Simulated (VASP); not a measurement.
# Ag in VASP: density of states with PBE

Aim: the density of states of Ag with PBE.

All numbers are computed with VASP 6.6.1; they aren't measurements. Logs are shortened: lines on timing, memory, paths and dates and some standing lists are left out, and cuts for length are marked.

## Step 1: The cell of the first run

The cell holds a slab with vacuum, 4 atoms: a = 2.932 Å, b = 2.932 Å, c = 23.183 Å, α = 90.00°, β = 90.00°, γ = 120.00°.

## Step 2: Density of states, PBE

POSCAR

```
Ag
1.0
    2.9322829450      0.0000000000      0.0000000000
   -1.4661414725      2.5394315215      0.0000000000
    0.0000000000      0.0000000000     23.1826000000
Ag
4
Direct
    0.0000000000      0.0000000000      0.3450864658
    0.3333333340      0.6666666660      0.4483621548
    0.6666666670      0.3333333330      0.5516378445
    0.0000000000      0.0000000000      0.6549135342
```

INCAR.step1

```
SYSTEM = Ag
PREC = Accurate ; ENCUT = 520
EDIFF = 1E-6 ; ISMEAR = -1
SIGMA = 0.05 ; LREAL = .False.
LASPH = .True. ; NELM = 60
ALGO = Normal ; ISIF = 2
LWAVE = .False. ; LCHARG = .True.
LMAXMIX = 4 ; LDIPOL = .True.
IDIPOL = 3 ; DIPOL = 0.5 0.5 0.500
GGA = PE ; NBANDS = 30
```

KPOINTS.step1

```
Automatic mesh
0
Gamma
  14 14 1
  0 0 0
```

INCAR.step2

```
SYSTEM = Ag
PREC = Accurate ; ENCUT = 520
EDIFF = 1E-6 ; ISMEAR = -5
SIGMA = 0.05 ; LREAL = .False.
LASPH = .True. ; NELM = 60
ALGO = Normal ; ISIF = 2
LWAVE = .False. ; LCHARG = .False.
LMAXMIX = 4 ; LDIPOL = .True.
IDIPOL = 3 ; DIPOL = 0.5 0.5 0.500
GGA = PE ; LORBIT = 10
NEDOS = 1001 ; ICHARG = 11
```

KPOINTS.step2

```
Automatic mesh
0
Gamma
  21 21 1
  0 0 0
```

Potentials or basis: VASP PAW PBE potentials, release 64 (Ag).

Command:

```console
$ cat potpaw_PBE.64/Ag/POTCAR > POTCAR
$ cp INCAR.step1 INCAR
$ cp KPOINTS.step1 KPOINTS
$ mpirun -np 1 vasp_std > vasp.out
$ cp INCAR.step2 INCAR
$ cp KPOINTS.step2 KPOINTS
$ mpirun -np 1 vasp_std > vasp.out
```

OUTCAR:

```text
SYSTEM = Ag
   PREC = Accurate
   ENCUT = 520
   EDIFF = 1E-6
   ISMEAR = -5
   LREAL = .False.
   LASPH = .True.
   NELM = 60
   ISIF = 2
   GGA = PE
   LORBIT = 10
   ICHARG = 11

 ion  position               nearest neighbor table
   1  0.000  0.000  0.345-   2 2.93   2 2.93   2 2.93
   2  0.333  0.667  0.448-   1 2.93   1 2.93   1 2.93   3 2.93   3 2.93   3 2.93
   3  0.667  0.333  0.552-   2 2.93   4 2.93   2 2.93   4 2.93   2 2.93   4 2.93
   4  0.000  0.000  0.655-   3 2.93   3 2.93   3 2.93

  LATTYP: Found a hexagonal cell.
 ALAT       =     2.9322829450
 C/A-ratio  =     7.9059901227

  Lattice vectors:

 A1 = (   2.9322829450,   0.0000000000,   0.0000000000)
 A2 = (  -1.4661414725,   2.5394315215,   0.0000000000)
 A3 = (   0.0000000000,   0.0000000000,  23.1826000000)

Analysis of symmetry for initial positions (statically):
=====================================================================
 Subroutine PRICEL returns:
 Original cell was already a primitive cell.

 Routine SETGRP: Setting up the symmetry group for a
 hexagonal supercell.

 Subroutine GETGRP returns: Found 12 space group operations
 (whereof 12 operations were pure point group operations)
 out of a pool of 24 trial point group operations.

The static configuration has the point symmetry D_3d.

Analysis of symmetry for dynamics (positions and initial velocities):
=====================================================================
 Subroutine PRICEL returns:
 Original cell was already a primitive cell.

 Routine SETGRP: Setting up the symmetry group for a
 hexagonal supercell.

 Subroutine GETGRP returns: Found 12 space group operations
 (whereof 12 operations were pure point group operations)
 out of a pool of 24 trial point group operations.

The dynamic configuration has the point symmetry D_3d.

 Subroutine INISYM returns: Found 12 space group operations
 (whereof 12 operations are pure point group operations),
 and found     1 'primitive' translations

----------------------------------------------------------------------------------------

                                     Primitive cell

  volume of cell :     172.6253

  direct lattice vectors                    reciprocal lattice vectors
     2.932282945  0.000000000  0.000000000     0.341031210  0.196894461  0.000000000
    -1.466141472  2.539431522  0.000000000     0.000000000  0.393788921  0.000000000
     0.000000000  0.000000000 23.182600000     0.000000000  0.000000000  0.043135800

  length of vectors
     2.932282945  2.932282945 23.182600000     0.393788921  0.393788921  0.043135800

  position of ions in fractional coordinates (direct lattice)
     0.000000000  0.000000000  0.345086466
     0.333333334  0.666666666  0.448362155
     0.666666667  0.333333333  0.551637844
     0.000000000  0.000000000  0.654913534

  ion indices of the primitive-cell ions
   primitive index   ion index
                 1           1
                 2           2
                 3           3
                 4           4

----------------------------------------------------------------------------------------

 KPOINTS: Automatic mesh

Automatic generation of k-mesh.
 Grid dimensions read from file:
 generate k-points for:   21   21    1

 Generating k-lattice:

  Cartesian coordinates                     Fractional coordinates (reciprocal lattice)
     0.016239581  0.009375927  0.000000000     0.047619048  0.000000000  0.000000000
     0.000000000  0.018751853  0.000000000     0.000000000  0.047619048  0.000000000
     0.000000000  0.000000000  0.043135800     0.000000000  0.000000000  1.000000000

  Length of vectors
     0.018751853  0.018751853  0.043135800

  Shift w.r.t. Gamma in fractional coordinates (k-lattice)
     0.000000000  0.000000000  0.000000000

 TETIRR: Found    229 inequivalent tetrahedra from     2646

 Subroutine IBZKPT returns following result:
 ===========================================

 Found     48 irreducible k-points:

 Following reciprocal coordinates:
            Coordinates               Weight
  0.000000  0.000000  0.000000      1.000000
  0.047619  0.000000  0.000000      6.000000
  0.095238  0.000000  0.000000      6.000000
  0.142857 -0.000000  0.000000      6.000000
  0.190476  0.000000  0.000000      6.000000
  0.238095  0.000000  0.000000      6.000000
[... 16 lines left out ...]
  0.142857  0.095238  0.000000     12.000000
  0.190476  0.095238  0.000000     12.000000
 [... further k-points ...]
   k-points           NKPTS =     48   k-points in BZ     NKDIM =     48   number of bands    NBANDS=     26
   number of dos      NEDOS =   1001   number of ions     NIONS =      4
   total plane-waves  NPLWV = 103680
   dimension x,y,z NGX =    24 NGY =   24 NGZ =  180
   dimension x,y,z NGXF=    48 NGYF=   48 NGZF=  360
   ions per type =               4
   NGX,Y,Z   is equivalent  to a cutoff of  13.61, 13.61, 12.91 a.u.
   NGXF,Y,Z  is equivalent  to a cutoff of  27.21, 27.21, 25.82 a.u.
 SYSTEM =  Ag
   PREC   = accura    normal or accurate (medium, high low for compatibility)
   ISTART =      0    job   : 0-new  1-cont  2-samecut
   ICHARG =     11    charge: 1-file 2-atom 10-const
   ISPIN  =      1    spin polarized calculation?
   LNONCOLLINEAR =      F non collinear calculations
   LSORBIT =      F    spin-orbit coupling
   LASPH  =      T    aspherical Exc in radial PAW
   ENCUT  =  520.0 eV  38.22 Ry    6.18 a.u.   5.45  5.45 43.10*2*pi/ulx,y,z
   NELM   =     60;   NELMIN=  2; NELMDL=  0     # of ELM steps
   EDIFF  = 0.1E-05   stopping-criterion for ELM
   LREAL  =      F    real-space projection
   EDIFFG = 0.1E-04   stopping-criterion for IOM
   NSW    =      0    number of steps for IOM
   IBRION =     -1    ionic relax: 0-MD 1-quasi-New 2-CG
   NFREE  =      0    steps in history (QN), initial steepest desc. (CG)
   ISIF   =      2    stress and relaxation
   ISYM   =      2    0-nonsym 1-usesym 2-fastsym
   POTIM  = 0.5000    time-step for ionic-motion
   TEBEG  =    0.0;   TEEND  =   0.0 temperature during run
   PSTRESS=    0.0 pullay stress
   NELECT =      44.0000    total number of electrons
   NUPDOWN=      -1.0000    fix difference up-down
   EMIN   =  10.00;   EMAX   =-10.00  energy-range for DOS
   EFERMI =   0.00;   METHOD = LEGACY
   ISMEAR =    -5;   SIGMA  =   0.05  broadening in eV -4-tet -1-fermi 0-gaus
   EFERMI_NEDOS =   21; number of points for ismear=-14 and -15
   IALGO  =     38    algorithm
   IMIX   =      4    mixing-type and parameters
     AMIX     =   0.40;   BMIX     =  1.00
     AMIX_MAG =   1.60;   BMIX_MAG =  1.00
  volume/ion in A,a.u.               =      43.16       291.23
  Fermi-wavevector in a.u.,A,eV,Ry     =   1.037985  1.961506 14.659079  1.077412
  Thomas-Fermi vector in A             =   2.172448
   LORBIT       =     10    0 simple, 1 ext, 2 COOP (PROOUT), +10 PAW based schemes
   GGA     = PE    functional components
   LHFCALC =     F    Hartree Fock is set to
   AEXX    =    0.0000 exact exchange contribution
   IVDW    =     0    specifies the selected vdW correction
   LEPSILON=     F    determine dielectric tensor
   LRPA    =     F    only Hartree local field effects (RPA)
 non-spin polarized calculation
 Fermi weights with tetrahedron method with Bloechl corrections
  energy-cutoff  :      520.00
  volume of cell :      172.63
 maximum number of plane-waves:      4743
 NGX is ok and might be reduce to    24

 number of electron      44.0000012 magnetization

 dipolmoment           0.000000      0.000000     -0.000000 electrons x Angstroem

 Free energy of the ion-electron system (eV)
  ---------------------------------------------------
  ext. energy  EPLUGINS =         0.00000000
  ---------------------------------------------------
  free energy    TOTEN  =       -10.18638676 eV

  energy without entropy =      -10.18638676  energy(sigma->0) =      -10.18638676

 E-fermi :   0.6891     XC(G=0):  -5.6429

 val. band max:        0.6584643686   @ k =   0.1429   0.0476   0.0000
 cond. band min:       0.7129473936   @ k =   0.3333   0.0476   0.0000
 fundamental gap:      0.0544830250
 Fermi energy:         0.6891453803

 k-point     1 :       0.0000    0.0000    0.0000
  band No.  band energies     occupation
      1      -6.4138      2.00000
      2      -5.5731      2.00000
      3      -5.3165      2.00000
      4      -5.1721      2.00000
      5      -3.9873      2.00000
      6      -3.9257      2.00000
[... 18 lines left out ...]
     25       0.9922      0.00000
     26       4.6839      0.00000

 k-point     2 :       0.0476    0.0000    0.0000
  band No.  band energies     occupation
      1      -6.3539      2.00000
      2      -5.5179      2.00000
      3      -5.2755      2.00000
      4      -5.1266      2.00000
      5      -3.9868      2.00000
      6      -3.9578      2.00000
[... 18 lines left out ...]
     25       1.1179      0.00000
     26       4.7272      0.00000

 k-point     3 :       0.0952    0.0000    0.0000
  band No.  band energies     occupation
      1      -6.1787      2.00000
      2      -5.3620      2.00000
      3      -5.1580      2.00000
      4      -4.9992      2.00000
      5      -4.0790      2.00000
      6      -4.0017      2.00000
[... 572 lines left out ...]
 k-point    23 :       0.1429    0.0952    0.0000
  band No.  band energies     occupation
      1      -5.4315      2.00000
      2      -4.8307      2.00000
      3      -4.7258      2.00000
      4      -4.5799      2.00000
      5      -4.3318      2.00000
      6      -4.2367      2.00000
[... 18 lines left out ...]
     25       2.8644      0.00000
     26       5.5147      0.00000

 k-point    24 :       0.1905    0.0952    0.0000
  band No.  band energies     occupation
      1      -5.1441      2.00000
      2      -4.7793      2.00000
      3      -4.7009      2.00000
      4      -4.5071      2.00000
      5      -4.3754      2.00000
      6      -4.2454      2.00000
[... 18 lines left out ...]
     25       3.5529      0.00000
     26       5.9182      0.00000

 [... further k-points ...]

------------------------ aborting loop because EDIFF is reached ----------------------------------------

 vacuum level on the upper side and lower side of the slab       (xc-potential included)        -0.084        -0.084

  FORCE on cell =-STRESS in cart. coord.  units (eV):
  Direction    XX          YY          ZZ          XY          YZ          ZX
  --------------------------------------------------------------------------------------
  -------------------------------------------------------------------------------------
  Total       -1.1550699     -1.1550699     -0.8373020      0.0000000      0.0000000      0.0000000
  in kB      -10.7204820    -10.7204820     -7.7712022      0.0000000      0.0000000      0.0000000
  external PRESSURE =      -9.7373888 kB  Pullay stress =       0.0000000 kB

 VOLUME and BASIS-vectors are now :
 -----------------------------------------------------------------------------
  energy-cutoff  :      520.00
  volume of cell :      172.63
      direct lattice vectors                 reciprocal lattice vectors
     2.932282945  0.000000000  0.000000000     0.341031210  0.196894461  0.000000000
    -1.466141472  2.539431522  0.000000000     0.000000000  0.393788921  0.000000000
     0.000000000  0.000000000 23.182600000     0.000000000  0.000000000  0.043135800

 POSITION                                       TOTAL-FORCE (eV/Angst)
 -----------------------------------------------------------------------------------
      0.00000      0.00000      8.00000         0.000000      0.000000      0.031401
      0.00000      1.69295     10.39420         0.000000     -0.000000      0.033760
      1.46614      0.84648     12.78840        -0.000000      0.000000     -0.033760
      0.00000      0.00000     15.18260         0.000000     -0.000000     -0.031401
 -----------------------------------------------------------------------------------
    total drift:                                0.000003     -0.000002     -0.000022

  FREE ENERGIE OF THE ION-ELECTRON SYSTEM (eV)
  ---------------------------------------------------
  free  energy   TOTEN  =       -10.1863867582 eV

  energy  without entropy=      -10.1863867582  energy(sigma->0) =      -10.18638676

 vacuum level on the upper side and lower side of the slab         5.013         5.013

 total charge

# of ion       s       p       d       tot
------------------------------------------
    1        0.417   0.204   9.179   9.800
    2        0.401   0.265   9.162   9.828
    3        0.401   0.265   9.162   9.828
    4        0.417   0.204   9.179   9.800
--------------------------------------------------
tot          1.638   0.938  36.681  39.256
```

Wall time 4.5 min (1 thread of Intel Xeon Platinum 8259CL at 2.50GHz (Skylake/Cascade Lake), shared host); peak memory 0.38 GiB.

What came out:

```yaml
Valence_electrons_inside_the_program's_atomic_spheres: Ag 9.80, 9.83
```

Caveat: tetrahedron occupations give inexact forces and stress in metals.
